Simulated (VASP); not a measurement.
# BaTe (Pm-3m) in VASP: single point with PBE-based screened hybrid

Aim: the single point of BaTe with PBE-based screened hybrid.

Everything below comes from runs of VASP 6.6.1. Logs are shortened: lines on timing, memory, paths and dates and some standing lists are left out, and cuts for length are marked.

### Step 1. The cell of the first run

The structure is cubic, space group Pm-3m (No. 221). Conventional cell: a = 4.245 Å, b = 4.245 Å, c = 4.245 Å, α = 90.00°, β = 90.00°, γ = 90.00°. Ba (site symmetry m-3m) has 8 Te at 3.68 Å and 6 Ba at 4.24 Å within 4.8 Å. Te (site symmetry m-3m) has 8 Ba at 3.68 Å and 6 Te at 4.24 Å within 4.8 Å.

### Step 2. Single point, PBE-based screened hybrid

POSCAR reads:

```
BaTe
1.0
    4.2448181598      0.0000000000      0.0000000000
    0.0000000000      4.2448181598      0.0000000000
    0.0000000000      0.0000000000      4.2448181598
Ba Te
1 1
Direct
    0.0000000000      0.0000000000      0.0000000000
    0.5000000000      0.5000000000      0.5000000000
```

INCAR.step1 reads:

```
SYSTEM = BaTe
PREC = Accurate ; ENCUT = 520
EDIFF = 1E-5 ; ISMEAR = 0
SIGMA = 0.01 ; LREAL = .False.
LASPH = .True. ; NELM = 100
ALGO = Normal ; ISIF = 2
LWAVE = .True. ; LCHARG = .False.
GGA = PE ; NBANDS = 15
```

INCAR.step2 reads:

```
SYSTEM = BaTe
PREC = Accurate ; ENCUT = 520
EDIFF = 1E-6 ; ISMEAR = 0
SIGMA = 0.01 ; LREAL = .False.
LASPH = .True. ; NELM = 100
ALGO = Normal ; ISIF = 2
LWAVE = .False. ; LCHARG = .False.
GGA = PE ; LHFCALC = .True.
AEXX = 0.4 ; HFSCREEN = 0.2078
PRECFOCK = Normal ; ISTART = 1
NBANDS = 15
```

KPOINTS reads:

```
regular mesh
0
Gamma
  4 4 4
  0 0 0
```

Potentials or basis: VASP PAW PBE potentials, release 64 (Ba_sv, Te).

Launch:

```sh
> cat potpaw_PBE.64/Ba_sv/POTCAR potpaw_PBE.64/Te/POTCAR > POTCAR
> cp INCAR.step1 INCAR
> mpirun -np 1 vasp_std > vasp.out
> cp INCAR.step2 INCAR
> mpirun -np 1 vasp_std > vasp.out
```

OUTCAR:

```text
SYSTEM = BaTe
   PREC = Accurate
   ENCUT = 520
   EDIFF = 1E-6
   ISMEAR = 0
   LREAL = .False.
   LASPH = .True.
   NELM = 100
   ISIF = 2
   GGA = PE
   LHFCALC = .True.
   AEXX = 0.4
   HFSCREEN = 0.2078
   PRECFOCK = Normal
   ISTART = 1

 ion  position               nearest neighbor table
   1  0.000  0.000  0.000-   2 3.68   2 3.68   2 3.68   2 3.68   2 3.68   2 3.68   2 3.68   2 3.68

   2  0.500  0.500  0.500-   1 3.68   1 3.68   1 3.68   1 3.68   1 3.68   1 3.68   1 3.68   1 3.68

  LATTYP: Found a simple cubic cell.
 ALAT       =     4.2448181598

  Lattice vectors:

 A1 = (   4.2448181598,   0.0000000000,   0.0000000000)
 A2 = (   0.0000000000,   4.2448181598,   0.0000000000)
 A3 = (   0.0000000000,   0.0000000000,   4.2448181598)

Analysis of symmetry for initial positions (statically):
=====================================================================
 Subroutine PRICEL returns:
 Original cell was already a primitive cell.

 Routine SETGRP: Setting up the symmetry group for a
 simple cubic supercell.

 Subroutine GETGRP returns: Found 48 space group operations
 (whereof 48 operations were pure point group operations)
 out of a pool of 48 trial point group operations.

The static configuration has the point symmetry O_h .

Analysis of symmetry for dynamics (positions and initial velocities):
=====================================================================
 Subroutine PRICEL returns:
 Original cell was already a primitive cell.

 Routine SETGRP: Setting up the symmetry group for a
 simple cubic supercell.

 Subroutine GETGRP returns: Found 48 space group operations
 (whereof 48 operations were pure point group operations)
 out of a pool of 48 trial point group operations.

The dynamic configuration has the point symmetry O_h .

 Subroutine INISYM returns: Found 48 space group operations
 (whereof 48 operations are pure point group operations),
 and found     1 'primitive' translations

----------------------------------------------------------------------------------------

                                     Primitive cell

  volume of cell :      76.4852

  direct lattice vectors                    reciprocal lattice vectors
     4.244818160  0.000000000  0.000000000     0.235581352  0.000000000  0.000000000
     0.000000000  4.244818160  0.000000000     0.000000000  0.235581352  0.000000000
     0.000000000  0.000000000  4.244818160     0.000000000  0.000000000  0.235581352

  length of vectors
     4.244818160  4.244818160  4.244818160     0.235581352  0.235581352  0.235581352

  position of ions in fractional coordinates (direct lattice)
     0.000000000  0.000000000  0.000000000
     0.500000000  0.500000000  0.500000000

  ion indices of the primitive-cell ions
   primitive index   ion index
                 1           1
                 2           2

----------------------------------------------------------------------------------------

 KPOINTS: regular mesh

Automatic generation of k-mesh.
 Grid dimensions read from file:
 generate k-points for:    4    4    4

 Generating k-lattice:

  Cartesian coordinates                     Fractional coordinates (reciprocal lattice)
     0.058895338  0.000000000  0.000000000     0.250000000  0.000000000  0.000000000
     0.000000000  0.058895338  0.000000000     0.000000000  0.250000000  0.000000000
     0.000000000  0.000000000  0.058895338     0.000000000  0.000000000  0.250000000

  Length of vectors
     0.058895338  0.058895338  0.058895338

  Shift w.r.t. Gamma in fractional coordinates (k-lattice)
     0.000000000  0.000000000  0.000000000

 Subroutine IBZKPT returns following result:
 ===========================================

 Found     10 irreducible k-points:

 Following reciprocal coordinates:
            Coordinates               Weight
  0.000000  0.000000  0.000000      1.000000
  0.250000  0.000000  0.000000      6.000000
  0.500000  0.000000  0.000000      3.000000
  0.250000  0.250000  0.000000     12.000000
  0.500000  0.250000  0.000000     12.000000
  0.500000  0.500000  0.000000      3.000000
  0.250000  0.250000  0.250000      8.000000
  0.500000  0.250000  0.250000     12.000000
  0.500000  0.500000  0.250000      6.000000
  0.500000  0.500000  0.500000      1.000000
   k-points           NKPTS =     10   k-points in BZ     NKDIM =     64   number of bands    NBANDS=     15
   number of dos      NEDOS =    301   number of ions     NIONS =      2
   total plane-waves  NPLWV =  32768
   dimension x,y,z NGX =    32 NGY =   32 NGZ =   32
   dimension x,y,z NGXF=    64 NGYF=   64 NGZF=   64
   ions per type =               1   1
   NGX,Y,Z   is equivalent  to a cutoff of  12.53, 12.53, 12.53 a.u.
   NGXF,Y,Z  is equivalent  to a cutoff of  25.07, 25.07, 25.07 a.u.
 SYSTEM =  BaTe
   PREC   = accura    normal or accurate (medium, high low for compatibility)
   ISTART =      1    job   : 0-new  1-cont  2-samecut
   ICHARG =      0    charge: 1-file 2-atom 10-const
   ISPIN  =      1    spin polarized calculation?
   LNONCOLLINEAR =      F non collinear calculations
   LSORBIT =      F    spin-orbit coupling
   LASPH  =      T    aspherical Exc in radial PAW
   ENCUT  =  520.0 eV  38.22 Ry    6.18 a.u.   7.89  7.89  7.89*2*pi/ulx,y,z
   NELM   =    100;   NELMIN=  2; NELMDL=  0     # of ELM steps
   EDIFF  = 0.1E-05   stopping-criterion for ELM
   LREAL  =      F    real-space projection
   EDIFFG = 0.1E-04   stopping-criterion for IOM
   NSW    =      0    number of steps for IOM
   IBRION =     -1    ionic relax: 0-MD 1-quasi-New 2-CG
   NFREE  =      0    steps in history (QN), initial steepest desc. (CG)
   ISIF   =      2    stress and relaxation
   ISYM   =      3    0-nonsym 1-usesym 2-fastsym
   POTIM  = 0.5000    time-step for ionic-motion
   TEBEG  =    0.0;   TEEND  =   0.0 temperature during run
   PSTRESS=    0.0 pullay stress
   NELECT =      16.0000    total number of electrons
   NUPDOWN=      -1.0000    fix difference up-down
   EMIN   =  10.00;   EMAX   =-10.00  energy-range for DOS
   EFERMI =   0.00;   METHOD = LEGACY
   ISMEAR =     0;   SIGMA  =   0.01  broadening in eV -4-tet -1-fermi 0-gaus
   EFERMI_NEDOS =   21; number of points for ismear=-14 and -15
   IALGO  =     38    algorithm
   IMIX   =      1    mixing-type and parameters
     AMIX     =   0.40;   BMIX     =  1.00
     AMIX_MAG =   1.60;   BMIX_MAG =  1.00
  volume/ion in A,a.u.               =      38.24       258.07
  Fermi-wavevector in a.u.,A,eV,Ry     =   0.971827  1.836487 12.849998  0.944448
  Thomas-Fermi vector in A             =   2.102076
   LORBIT       =      0    0 simple, 1 ext, 2 COOP (PROOUT), +10 PAW based schemes
   GGA     = PE    functional components
   LHFCALC =     T    Hartree Fock is set to
   PRECFOCK=normal    Normal, Fast or Accurate (Low or Medium for compatibility)
   ENCUT4O =  -1.0   cutoff for four orbital integrals eV
   NKREDX  =     1    reduce k-point grid by
   NKREDY  =     1    reduce k-point grid by
   NKREDZ  =     1    reduce k-point grid by
   AEXX    =    0.4000 exact exchange contribution
   HFSCREEN=    0.2078 screening length (either q_TF or 0.3 A-1)
   HFSCREENC=   0.2078 screening length for correlation (either q_TF or 0.3 A-1)
   ENCUTFOCK=  -1.0 apply spherical cutoff to Coloumb kernel
   IVDW    =     0    specifies the selected vdW correction
   LEPSILON=     F    determine dielectric tensor
   LRPA    =     F    only Hartree local field effects (RPA)
 non-spin polarized calculation
 Gauss-broadening in eV      SIGMA  =   0.01
  energy-cutoff  :      520.00
  volume of cell :       76.49
 maximum number of plane-waves:      2103
 NGX is ok and might be reduce to    32
  NGX = 24; NGY = 24; NGZ = 24

 number of electron      15.9999999 magnetization

 Free energy of the ion-electron system (eV)
  ---------------------------------------------------
  ext. energy  EPLUGINS =         0.00000000
  ---------------------------------------------------
  free energy    TOTEN  =       -10.26154915 eV

  energy without entropy =      -10.26154915  energy(sigma->0) =      -10.26154915

 E-fermi :   3.3053     XC(G=0):  -6.5104

 val. band max:        3.1831985906   @ k =   0.5000   0.5000   0.0000
 cond. band min:       5.0744364559   @ k =   0.0000   0.0000   0.0000
 fundamental gap:      1.8912378652
 Fermi energy:         3.3052954476

 k-point     1 :       0.0000    0.0000    0.0000
  band No.  band energies     occupation
      1     -28.1226      2.00000
      2     -11.4595      2.00000
      3     -11.4595      2.00000
      4     -11.4595      2.00000
      5      -8.7050      2.00000
      6       2.7331      2.00000
      7       2.7331      2.00000
      8       2.7331      2.00000
      9       5.0744      0.00000
     10       5.0744      0.00000
     11       6.7637      0.00000
     12       9.2780      0.00000
     13       9.2780      0.00000
     14       9.2780      0.00000
     15      13.2671      0.00000

 k-point     2 :       0.2500    0.0000    0.0000
  band No.  band energies     occupation
      1     -28.1064      2.00000
      2     -11.8365      2.00000
      3     -11.4266      2.00000
      4     -11.4266      2.00000
      5      -8.2116      2.00000
      6       0.6386      2.00000
      7       2.4850      2.00000
      8       2.4850      2.00000
      9       5.4819      0.00000
     10       6.7869      0.00000
     11       8.6902      0.00000
     12       9.5139      0.00000
     13       9.5578      0.00000
     14       9.5578      0.00000
     15      10.7702      0.00000
[... 113 lines left out ...]
      3     -11.8032      2.00000
      4     -11.5517      2.00000
      5      -7.7896      2.00000
      6       0.2814      2.00000
      7       0.2814      2.00000
      8       1.1386      2.00000
      9       6.6862      0.00000
     10       8.1395      0.00000
     11       8.1395      0.00000
     12       9.5313      0.00000
     13      11.3020      0.00000
     14      11.8911      0.00000
     15      12.4376      0.00000

 k-point    10 :       0.5000    0.5000    0.5000
  band No.  band energies     occupation
      1     -28.0313      2.00000
      2     -11.7426      2.00000
      3     -11.7426      2.00000
      4     -11.7426      2.00000
      5      -7.5326      2.00000
      6      -0.1523      2.00000
      7      -0.1523      2.00000
      8      -0.1523      2.00000
      9       9.1931      0.00000
     10       9.1931      0.00000
     11       9.1931      0.00000
     12      11.2763      0.00000
     13      11.2763      0.00000
     14      11.2771      0.00000
     15      11.3963      0.00000

------------------------ aborting loop because EDIFF is reached ----------------------------------------

  FORCE on cell =-STRESS in cart. coord.  units (eV):
  Direction    XX          YY          ZZ          XY          YZ          ZX
  --------------------------------------------------------------------------------------
  -------------------------------------------------------------------------------------
  Total       -0.1756732     -0.1756732     -0.1756732      0.0000000      0.0000000      0.0000000
  in kB       -3.6799235     -3.6799235     -3.6799235      0.0000000      0.0000000      0.0000000
  external PRESSURE =      -3.6799235 kB  Pullay stress =       0.0000000 kB

 VOLUME and BASIS-vectors are now :
 -----------------------------------------------------------------------------
  energy-cutoff  :      520.00
  volume of cell :       76.49
      direct lattice vectors                 reciprocal lattice vectors
     4.244818160  0.000000000  0.000000000     0.235581352  0.000000000  0.000000000
     0.000000000  4.244818160  0.000000000     0.000000000  0.235581352  0.000000000
     0.000000000  0.000000000  4.244818160     0.000000000  0.000000000  0.235581352

 POSITION                                       TOTAL-FORCE (eV/Angst)
 -----------------------------------------------------------------------------------
      0.00000      0.00000      0.00000         0.000000      0.000000      0.000000
      2.12241      2.12241      2.12241         0.000000      0.000000      0.000000
 -----------------------------------------------------------------------------------
    total drift:                                0.000000      0.000000      0.000000

  FREE ENERGIE OF THE ION-ELECTRON SYSTEM (eV)
  ---------------------------------------------------
  free  energy   TOTEN  =       -10.2615491549 eV

  energy  without entropy=      -10.2615491549  energy(sigma->0) =      -10.26154915
```

Run time: 12 min. Hardware: 1 thread of Oxide Virtual Turin-like, shared host; peak memory 0.26 GiB.

Results:

```yaml
Free_energy: -10.2615 eV
Pressure: -0.4 GPa
Band_gap_on_the_k_mesh: 1.89 eV, indirect (least direct gap 2.10 eV)
```

Caveat: the PAW data sets were made with another functional, which shifts forces and pressure a little; spin-orbit coupling is left out, which moves the levels of the heavy elements.
